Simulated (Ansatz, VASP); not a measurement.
**ZrS2: VASP beside Ansatz**

```xyz
3
Lattice="3.6781 0.0000 0.0000 -1.8390 3.1853 0.0000 0.0000 0.0000 18.8813" Properties=species:S:1:pos:R:3 pbc="T T T"
S     0.0000    2.1235    8.0000
S     1.8390    1.0618   10.8813
Zr    0.0000    0.0000    9.4407
```

Alike in both runs: task single point; functional PBE; k mesh 12 × 12 × 1; occupations gaussian, width 0.03 eV; no spin polarisation.

|  | VASP | Ansatz |
| --- | --- | --- |
| version | VASP 6.6.1 | Ansatz 0.2.0 |
| potentials or method | VASP PAW PBE potentials, release 64 (S, Zr_sv), cutoff 400 eV | scalar-relativistic, plane waves, PAW |
| valence electrons in the cell | 24 | 24 |

```csv
,VASP,Ansatz,Ansatz less VASP
gap on the k mesh at the Fermi level (eV),1.21,1.21,+0.003
least direct gap on the mesh (eV),1.70,1.69,-0.004
rms of the force components (eV/Å),0.061,0.057,-0.0040
```

With one functional, cell and mesh, what is left measures potentials, basis and numerics.
